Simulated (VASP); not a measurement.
# AlN (P6_3mc) in VASP: a series of runs

AlN is run at these levels: PBE; tasks: single point.

All numbers are computed with VASP 6.6.1; they aren't measurements. Logs are shortened: lines on timing, memory, paths and dates and some standing lists are left out, and cuts for length are marked.

### 1 The cell of the first run

It takes space group P6_3mc (No. 186, hexagonal). Conventional cell: a = 3.057 Å, b = 3.057 Å, c = 9.905 Å, α = 90.00°, β = 90.00°, γ = 120.00°. Al (site symmetry 3m) has 4 N at 1.86 to 1.88 Å within 2.5 Å. Within 2.5 Å of Al (site symmetry 3m) lie 4 N at 1.87 Å. N (site symmetry 3m) has 4 Al at 1.87 to 1.88 Å within 2.5 Å. N (site symmetry 3m) has 4 Al at 1.86 to 1.87 Å within 2.5 Å.

### 2 Single point, PBE (10.02 Å³/atom)

File INCAR:

```
SYSTEM = AlN
PREC     = Accurate       ! precision mode
ENCUT    = 520            ! plane-wave cutoff, eV
EDIFF    = 1E-7           ! SCF threshold, eV
ISMEAR   = 0              ! smearing method
SIGMA    = 0.01           ! smearing width, eV
LREAL    = .FALSE.        ! projectors in reciprocal space
LASPH    = .TRUE.         ! aspherical terms in the spheres
NELM     = 60             ! most SCF steps
ALGO     = Normal         ! electronic algorithm
ISIF     = 2              ! what is computed and relaxed
LWAVE    = .FALSE.        ! write WAVECAR
LCHARG   = .FALSE.        ! write CHGCAR
GGA      = PE             ! functional
NBANDS   = 26             ! bands
```

File KPOINTS:

```
regular mesh
0
G
  9 9 2
  0 0 0
```

File POSCAR:

```
AlN
1.0
    3.0569814046      0.0000000000      0.0000000000
   -1.5284907023      2.6474235552      0.0000000000
    0.0000000000      0.0000000000      9.9050151658
Al N
4 4
Direct
    0.0000000000      0.0000000000     -0.0012519071
    0.3333333333      0.6666666667      0.2498316789
    0.0000000000      0.0000000000      0.4987480929
    0.6666666667      0.3333333333      0.7498316789
    0.0000000000      0.0000000000      0.1882172311
    0.3333333333      0.6666666667      0.4382029971
    0.0000000000      0.0000000000      0.6882172311
    0.6666666667      0.3333333333      0.9382029971
```

Potentials or basis: VASP PAW PBE potentials, release 64 (Al, N).

Launch:

```console
cat potpaw_PBE.64/Al/POTCAR potpaw_PBE.64/N/POTCAR > POTCAR
mpirun -np 1 vasp_std > vasp.out
```

OUTCAR:

```text
SYSTEM = AlN
   PREC = Accurate
   ENCUT = 520
   EDIFF = 1E-7
   ISMEAR = 0
   LREAL = .FALSE.
   LASPH = .TRUE.
   NELM = 60
   ISIF = 2
   GGA = PE

 ion  position               nearest neighbor table
   1  0.000  0.000  0.999-   8 1.86   8 1.86   8 1.86   5 1.88   4 3.03   4 3.03   4 3.03   2 3.05
                             2 3.05   2 3.05
   2  0.333  0.667  0.250-   6 1.87   5 1.87   5 1.87   5 1.87   3 3.03   3 3.03   3 3.03   1 3.05
                             1 3.05   1 3.05
   3  0.000  0.000  0.499-   6 1.86   6 1.86   6 1.86   7 1.88   2 3.03   2 3.03   2 3.03   4 3.05
                             4 3.05   4 3.05
   4  0.667  0.333  0.750-   8 1.87   7 1.87   7 1.87   7 1.87   1 3.03   1 3.03   1 3.03   3 3.05
                             3 3.05   3 3.05
   5  0.000  0.000  0.188-   2 1.87   2 1.87   2 1.87   1 1.88
   6  0.333  0.667  0.438-   3 1.86   3 1.86   3 1.86   2 1.87
   7  0.000  0.000  0.688-   4 1.87   4 1.87   4 1.87   3 1.88
   8  0.667  0.333  0.938-   1 1.86   1 1.86   1 1.86   4 1.87

  LATTYP: Found a hexagonal cell.
 ALAT       =     3.0569814046
 C/A-ratio  =     3.2401293482

  Lattice vectors:

 A1 = (   3.0569814046,   0.0000000000,   0.0000000000)
 A2 = (  -1.5284907023,   2.6474235552,   0.0000000000)
 A3 = (   0.0000000000,   0.0000000000,   9.9050151658)

Analysis of symmetry for initial positions (statically):
=====================================================================
 Subroutine PRICEL returns:
 Original cell was already a primitive cell.

 Routine SETGRP: Setting up the symmetry group for a
 hexagonal supercell.

 Subroutine GETGRP returns: Found 12 space group operations
 (whereof  6 operations were pure point group operations)
 out of a pool of 24 trial point group operations.

The static configuration has the point symmetry C_3v.
 The point group associated with its full space group is C_6v.

Analysis of symmetry for dynamics (positions and initial velocities):
=====================================================================
 Subroutine PRICEL returns:
 Original cell was already a primitive cell.

 Routine SETGRP: Setting up the symmetry group for a
 hexagonal supercell.

 Subroutine GETGRP returns: Found 12 space group operations
 (whereof  6 operations were pure point group operations)
 out of a pool of 24 trial point group operations.

The dynamic configuration has the point symmetry C_3v.
 The point group associated with its full space group is C_6v.

 Subroutine INISYM returns: Found 12 space group operations
 (whereof  6 operations are pure point group operations),
 and found     1 'primitive' translations

----------------------------------------------------------------------------------------

                                     Primitive cell

  volume of cell :      80.1625

  direct lattice vectors                    reciprocal lattice vectors
     3.056981405  0.000000000  0.000000000     0.327120079  0.188862866  0.000000000
    -1.528490702  2.647423555  0.000000000     0.000000000  0.377725732  0.000000000
     0.000000000  0.000000000  9.905015166     0.000000000  0.000000000  0.100958957

  length of vectors
     3.056981405  3.056981405  9.905015166     0.377725732  0.377725732  0.100958957

  position of ions in fractional coordinates (direct lattice)
     0.000000000  0.000000000  0.998748093
     0.333333333  0.666666667  0.249831679
     0.000000000  0.000000000  0.498748093
     0.666666667  0.333333333  0.749831679
     0.000000000  0.000000000  0.188217231
     0.333333333  0.666666667  0.438202997
     0.000000000  0.000000000  0.688217231
     0.666666667  0.333333333  0.938202997

  ion indices of the primitive-cell ions
   primitive index   ion index
                 1           1
                 2           2
                 3           3
                 4           4
                 5           5
                 6           6
                 7           7
                 8           8

----------------------------------------------------------------------------------------
[... 58 lines left out ...]
      4      -6.6632      2.00000
      5       0.3432      2.00000
      6       3.0434      2.00000
[... 18 lines left out ...]
     25      17.7941      0.00000
     26      18.4516      0.00000

 k-point     2 :       0.1111    0.0000    0.0000
  band No.  band energies     occupation
      1      -8.7088      2.00000
      2      -7.8417      2.00000
      3      -7.7989      2.00000
      4      -6.5665      2.00000
      5       0.5395      2.00000
      6       3.0079      2.00000
[... 18 lines left out ...]
     25      18.1459      0.00000
     26      18.2260      0.00000

 k-point     3 :       0.2222    0.0000    0.0000
  band No.  band energies     occupation
      1      -8.2354      2.00000
      2      -7.4401      2.00000
      3      -7.3965      2.00000
      4      -6.3215      2.00000
      5       1.1084      2.00000
      6       2.5599      2.00000
[... 18 lines left out ...]
     25      17.7460      0.00000
     26      18.5771      0.00000

 k-point     4 :       0.3333   -0.0000    0.0000
  band No.  band energies     occupation
      1      -7.5491      2.00000
      2      -6.9025      2.00000
      3      -6.8596      2.00000
      4      -6.0748      2.00000
      5       1.4376      2.00000
      6       1.6902      2.00000
[... 18 lines left out ...]
     25      18.0547      0.00000
     26      18.2182      0.00000
[... 496 lines left out ...]
      1      -7.0305      2.00000
      2      -7.0305      2.00000
      3      -6.1814      2.00000
      4      -6.1814      2.00000
      5       1.7392      2.00000
      6       1.7392      2.00000
[... 18 lines left out ...]
     25      18.1893      0.00000
     26      18.1906      0.00000

 k-point    23 :       0.3333    0.2222    0.5000
  band No.  band energies     occupation
      1      -6.5082      2.00000
      2      -6.5082      2.00000
      3      -6.0908      2.00000
      4      -6.0908      2.00000
      5       1.3215      2.00000
      6       1.3215      2.00000
[... 18 lines left out ...]
     25      18.4583      0.00000
     26      18.4583      0.00000

 k-point    24 :       0.3333    0.3333    0.5000
  band No.  band energies     occupation
      1      -6.2099      2.00000
      2      -6.2099      2.00000
      3      -6.1718      2.00000
      4      -6.1718      2.00000
      5       1.5682      2.00000
      6       1.5682      2.00000
[... 18 lines left out ...]
     25      18.8991      0.00000
     26      18.9043      0.00000

------------------------ aborting loop because EDIFF is reached ----------------------------------------

  FORCE on cell =-STRESS in cart. coord.  units (eV):
  Direction    XX          YY          ZZ          XY          YZ          ZX
  --------------------------------------------------------------------------------------
  -------------------------------------------------------------------------------------
  Total        6.6955158      6.6955158      6.5024105      0.0000000      0.0000000      0.0000000
  in kB      133.8206861    133.8206861    129.9611656      0.0000000      0.0000000      0.0000000
  external PRESSURE =     132.5341793 kB  Pullay stress =       0.0000000 kB

 VOLUME and BASIS-vectors are now :
 -----------------------------------------------------------------------------
  energy-cutoff  :      520.00
  volume of cell :       80.16
      direct lattice vectors                 reciprocal lattice vectors
     3.056981405  0.000000000  0.000000000     0.327120079  0.188862866  0.000000000
    -1.528490702  2.647423555  0.000000000     0.000000000  0.377725732  0.000000000
     0.000000000  0.000000000  9.905015166     0.000000000  0.000000000  0.100958957

 POSITION                                       TOTAL-FORCE (eV/Angst)
 -----------------------------------------------------------------------------------
      0.00000      0.00000      9.89262        -0.000000      0.000000     -0.009319
     -0.00000      1.76495      2.47459         0.000000      0.000000     -0.010250
      0.00000      0.00000      4.94011         0.000000      0.000000     -0.009319
      1.52849      0.88247      7.42709        -0.000000      0.000000     -0.010250
      0.00000      0.00000      1.86429        -0.000000      0.000000     -0.002191
     -0.00000      1.76495      4.34041        -0.000000      0.000000      0.021760
      0.00000      0.00000      6.81680         0.000000     -0.000000     -0.002191
      1.52849      0.88247      9.29291         0.000000     -0.000000      0.021760
 -----------------------------------------------------------------------------------
    total drift:                                0.000000      0.000000     -0.001160

  FREE ENERGIE OF THE ION-ELECTRON SYSTEM (eV)
  ---------------------------------------------------
  free  energy   TOTEN  =       -59.2718237253 eV

  energy  without entropy=      -59.2718237253  energy(sigma->0) =      -59.27182373
```

Wall time 85 s (1 thread of Intel Xeon 8259CL, shared host); peak memory 0.21 GiB.

What came out:

```yaml
Free_energy: -59.2718 eV
Pressure: 13.3 GPa
Largest_force: 0.022 eV/Å
Band_gap_on_the_k_mesh: 4.22 eV (least direct gap 4.56 eV)
```

Forces on the atoms (eV/Å):
```
Al   0.000  0.000 -0.009
Al   0.000  0.000 -0.010
Al   0.000  0.000 -0.009
Al   0.000  0.000 -0.010
N    0.000  0.000 -0.002
N    0.000  0.000  0.022
N    0.000  0.000 -0.002
N    0.000  0.000  0.022
```

Caveat: the cell stands under pressure; an odd mesh through Γ misses points on the zone boundary, where band edges can lie.

### 3 Single point, PBE (10.34 Å³/atom)

This run uses another cell than the first one, of 10.34 Å³/atom.

File INCAR:

```
SYSTEM = AlN
ALGO = Normal
EDIFF = 1E-6
ENCUT = 520
GGA = PE
ISIF = 2
ISMEAR = 0
LASPH = .TRUE.
LCHARG = .FALSE.
LREAL = .FALSE.
LWAVE = .FALSE.
NBANDS = 26
NELM = 80
PREC = Accurate
SIGMA = 0.01
```

File KPOINTS:

```
k-points
0
G
  9 9 2
  0 0 0
```

POSCAR: that of step 2 with these lines changed.

```diff
@@ -2,5 +2,5 @@
 1.0
-    3.0569814046      0.0000000000      0.0000000000
-   -1.5284907023      2.6474235552      0.0000000000
-    0.0000000000      0.0000000000      9.9050151658
+    3.0891625211      0.0000000000      0.0000000000
+   -1.5445812605      2.6752932197      0.0000000000
+    0.0000000000      0.0000000000     10.0092861459
 Al N
```

Potentials or basis: VASP PAW PBE potentials, release 64 (Al, N).

Launch:

```console
cat potpaw_PBE.64/Al/POTCAR potpaw_PBE.64/N/POTCAR > POTCAR
mpirun -np 1 vasp_std > vasp.out
```

It took 73 s on 1 thread of Intel Xeon 8259CL, shared host; peak memory 0.21 GiB.

The run converged. Its results:

| Quantity | Value |
| --- | --- |
| Free energy | -59.4254 eV |
| Pressure | 6.0 GPa |
| Largest force | 0.010 eV/Å |
| Band gap on the k mesh | 4.17 eV (least direct gap 4.28 eV) |

Forces on the atoms (eV/Å):
```
Al   0.000  0.000 -0.004
Al   0.000  0.000 -0.005
Al   0.000  0.000 -0.004
Al   0.000  0.000 -0.005
N    0.000  0.000 -0.001
N    0.000  0.000  0.010
N    0.000  0.000 -0.001
N    0.000  0.000  0.010
```

Stress tensor (GPa, compression positive):
```
6.06 0.00 0.00
0.00 6.06 0.00
0.00 0.00 5.89
```

Levels at points of the mesh, in eV from the valence-band top:
```
           k point  band 12  band 13  band 14  band 15  band 16  band 17  band 18  band 19  band 20  band 21
(0.00, 0.00, 0.00)    -0.35    -0.35    -0.09    -0.09     0.00     4.28     6.41     6.70     7.12    10.25
(0.00, 0.00, 0.50)    -0.58    -0.18    -0.18    -0.18    -0.18     5.23     5.23     7.10     7.10    10.23
```

Caveat: the cell stands under pressure; an odd mesh through Γ misses points on the zone boundary, where band edges can lie.

### 4 Single point, PBE

This run uses another cell than the first one, of 10.66 Å³/atom.

File INCAR:

```
SYSTEM = AlN
PREC = Accurate
ENCUT = 520
EDIFF = 1E-6
ISMEAR = 0
SIGMA = 0.01
LREAL = .False.
LASPH = .True.
NELM = 80
ALGO = Normal
ISIF = 2
LWAVE = .False.
LCHARG = .False.
GGA = PE
NBANDS = 26
```

File KPOINTS:

```
Automatic mesh
0
Gamma
  9 9 2
  0 0 0
```

POSCAR: that of step 3 with these lines changed.

```diff
@@ -2,5 +2,5 @@
 1.0
-    3.0891625211      0.0000000000      0.0000000000
-   -1.5445812605      2.6752932197      0.0000000000
-    0.0000000000      0.0000000000     10.0092861459
+    3.1206867649      0.0000000000      0.0000000000
+   -1.5603433825      2.7025940157      0.0000000000
+    0.0000000000      0.0000000000     10.1114287735
 Al N
```

Launch:

```console
cat potpaw_PBE.64/Al/POTCAR potpaw_PBE.64/N/POTCAR > POTCAR
mpirun -np 1 vasp_std > vasp.out
```

It took 78 s on 1 thread of Intel Xeon 8259CL, shared host; peak memory 0.21 GiB.

The run converged. Its results:

* Free energy: -59.4713 eV
* Pressure: -0.3 GPa
* Band gap on the k mesh: 4.01 eV

Levels at points of the mesh, in eV from the valence-band top:
| k point | band 12 | band 13 | band 14 | band 15 | band 16 | band 17 | band 18 | band 19 | band 20 | band 21 |
| --- | --- | --- | --- | --- | --- | --- | --- | --- | --- | --- |
| (0.00, 0.00, 0.00) | -0.34 | -0.34 | -0.09 | -0.09 | 0.00 | 4.01 | 6.15 | 6.43 | 6.85 | 10.03 |
| (0.00, 0.00, 0.50) | -0.57 | -0.17 | -0.17 | -0.17 | -0.17 | 4.97 | 4.97 | 6.83 | 6.83 | 10.00 |

Caveat: an odd mesh through Γ misses points on the zone boundary, where band edges can lie.

### 5 Single point, PBE (10.98 Å³/atom)

This run uses another cell than the first one, of 10.98 Å³/atom.

File INCAR:

```
SYSTEM = AlN
PREC = Accurate
ENCUT = 520
EDIFF = 1E-6
ISMEAR = 0
SIGMA = 0.01
LREAL = .FALSE.
LASPH = .TRUE.
NELM = 80
ALGO = Normal
ISIF = 2
LWAVE = .FALSE.
LCHARG = .FALSE.
GGA = PE
NBANDS = 26
```

File KPOINTS:

```
regular mesh
0
G
  9 9 2
  0 0 0
```

POSCAR: that of step 4 with these lines changed.

```diff
@@ -2,5 +2,5 @@
 1.0
-    3.1206867649      0.0000000000      0.0000000000
-   -1.5603433825      2.7025940157      0.0000000000
-    0.0000000000      0.0000000000     10.1114287735
+    3.1515866632      0.0000000000      0.0000000000
+   -1.5757933316      2.7293541126      0.0000000000
+    0.0000000000      0.0000000000     10.2115484410
 Al N
```

Launch:

```console
cat potpaw_PBE.64/Al/POTCAR potpaw_PBE.64/N/POTCAR > POTCAR
mpirun -np 1 vasp_std > vasp.out
```

It took 80 s on 1 thread of Intel Xeon 8259CL, shared host; peak memory 0.21 GiB.

Results (log left out):

```
Free energy            : -59.4244 eV
Pressure               : -5.6 GPa
Largest force          : 0.009 eV/Å
Band gap on the k mesh : 3.76 eV
```

Forces on the atoms (eV/Å):
```
Al   0.000  0.000  0.006
Al   0.000  0.000  0.004
Al   0.000  0.000  0.006
Al   0.000  0.000  0.004
N    0.000  0.000  0.000
N    0.000  0.000 -0.009
N    0.000  0.000  0.000
N    0.000  0.000 -0.009
```

Stress tensor (GPa, compression positive):
```
-5.70  0.00  0.00
 0.00 -5.70  0.00
 0.00  0.00 -5.52
```

Levels at points of the mesh, in eV from the valence-band top:
```
           k point  band 12  band 13  band 14  band 15  band 16  band 17  band 18  band 19  band 20  band 21
(0.00, 0.00, 0.00)    -0.34    -0.34    -0.09    -0.09     0.00     3.76     5.90     6.18     6.59     9.81
(0.00, 0.00, 0.50)    -0.56    -0.17    -0.17    -0.17    -0.17     4.72     4.72     6.58     6.58     9.77
```

Caveat: the cell stands under tension; an odd mesh through Γ misses points on the zone boundary, where band edges can lie.

### 6 Single point, PBE (11.30 Å³/atom)

This run uses another cell than the first one, of 11.30 Å³/atom.

File INCAR:

```
SYSTEM = AlN
  PREC = Accurate
  ENCUT = 520
  EDIFF = 1E-6
  ISMEAR = 0
  SIGMA = 0.01
  LREAL = .False.
  LASPH = .True.
  NELM = 60
  ALGO = Normal
  ISIF = 2
  LWAVE = .False.
  LCHARG = .True.
  GGA = PE
  LELF = .True.
  LVHAR = .True.
  NBANDS = 26
```

File KPOINTS:

```
regular mesh
0
Gamma
  9 9 2
  0 0 0
```

POSCAR: that of step 5 with these lines changed.

```diff
@@ -2,5 +2,5 @@
 1.0
-    3.1515866632      0.0000000000      0.0000000000
-   -1.5757933316      2.7293541126      0.0000000000
-    0.0000000000      0.0000000000     10.2115484410
+    3.1818922403      0.0000000000      0.0000000000
+   -1.5909461201      2.7555995122      0.0000000000
+    0.0000000000      0.0000000000     10.3097424305
 Al N
```

Potentials or basis: VASP PAW PBE potentials, release 64 (Al, N).

Launch:

```console
cat potpaw_PBE.64/Al/POTCAR potpaw_PBE.64/N/POTCAR > POTCAR
mpirun -np 1 vasp_std > vasp.out
```

Wall time 72 s (1 thread of Intel Xeon 8259CL, shared host); peak memory 0.21 GiB.

Results (log left out):

- Free energy: -59.2975 eV
- Pressure: -10.3 GPa
- Largest force: 0.017 eV/Å
- Band gap on the k mesh: 3.51 eV

Forces on the atoms (eV/Å):
```
Al   0.000  0.000  0.009
Al   0.000  0.000  0.008
Al   0.000  0.000  0.009
Al   0.000  0.000  0.008
N    0.000  0.000  0.000
N    0.000  0.000 -0.017
N    0.000  0.000  0.000
N    0.000  0.000 -0.017
```

Stress tensor (GPa, compression positive):
```
-10.39   0.00   0.00
  0.00 -10.39   0.00
  0.00   0.00 -10.06
```

Levels at points of the mesh, in eV from the valence-band top:
| k point | band 14 | band 15 | band 16 | band 17 | band 18 | band 19 |
| --- | --- | --- | --- | --- | --- | --- |
| (0.00, 0.00, 0.00) | -0.08 | -0.08 | 0.00 | 3.51 | 5.67 | 5.94 |
| (0.00, 0.00, 0.50) | -0.17 | -0.17 | -0.17 | 4.49 | 4.49 | 6.33 |

Caveat: the cell stands under tension.

### 7 Summary

| cell | gap on the mesh (eV) | pressure (GPa) | largest force (eV/Å) |
| --- | --- | --- | --- |
| a = 3.057, b = 3.057, c = 9.905 Å, angles 90.0, 90.0, 120.0°, 8 atoms | 4.22 | 13.3 | 0.02 |
| a = 3.089, b = 3.089, c = 10.009 Å, angles 90.0, 90.0, 120.0°, 8 atoms | 4.17 | 6.0 | 0.01 |
| a = 3.121, b = 3.121, c = 10.111 Å, angles 90.0, 90.0, 120.0°, 8 atoms | 4.01 | -0.3 | - |
| a = 3.152, b = 3.152, c = 10.212 Å, angles 90.0, 90.0, 120.0°, 8 atoms | 3.76 | -5.6 | 0.01 |
| a = 3.182, b = 3.182, c = 10.310 Å, angles 90.0, 90.0, 120.0°, 8 atoms | 3.51 | -10.3 | 0.02 |

Alike in all rows: task single point; level PBE; potentials or basis VASP PAW PBE potentials, release 64 (Al, N); no spin polarisation; k mesh 9 × 9 × 2; cutoff (eV) 520; smearing gaussian 0.01 eV.

Caveats: an odd mesh through Γ misses points on the zone boundary, where band edges can lie (at least some runs); the cell stands under pressure (at least some runs); the cell stands under tension (at least some runs).

Absolute energies hang on the potentials; compare differences alone.
